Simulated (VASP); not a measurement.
The system is MnS.

```
CELL_PARAMETERS angstrom
0.00000 2.62175 2.62175
2.62175 0.00000 2.62175
2.62175 2.62175 0.00000
ATOMIC_POSITIONS crystal
Mn 0.00000 0.00000 0.00000
S 0.50000 0.50000 0.50000
```

Base run:

```yaml
Program: VASP 6.6.1
Functional: r2SCAN
Dispersion: D4
Potentials_or_basis: VASP PAW PBE potentials, release 64 (Mn_pv, S)
Cutoff: 520 eV
k_mesh: 9 × 9 × 9
Occupations: fermi-dirac, width 0.05 eV
Spin: collinear spin, ferromagnetic start
Starting_moments: "[4.0, 0.0] μB"
```

Its results: pressure -2.2 GPa; net moment 4.99 μB per cell; site moments Mn +4.51; S +0.13 μB.

Problem. The run is repeated on the same cell with these changes: functional from r2SCAN to PBEsol; dispersion from D4 to none. What comes out?

Solution. Pressure -8.0 GPa; net moment 4.73 μB per cell; site moments Mn +4.26; S +0.10 μB.

Several settings changed at once.

Caveats: the PAW data sets were made with another functional, which shifts forces and pressure a little; a cell with one magnetic atom can't hold antiferromagnetic order, which such compounds often take; the cell stands under tension (at least some runs).
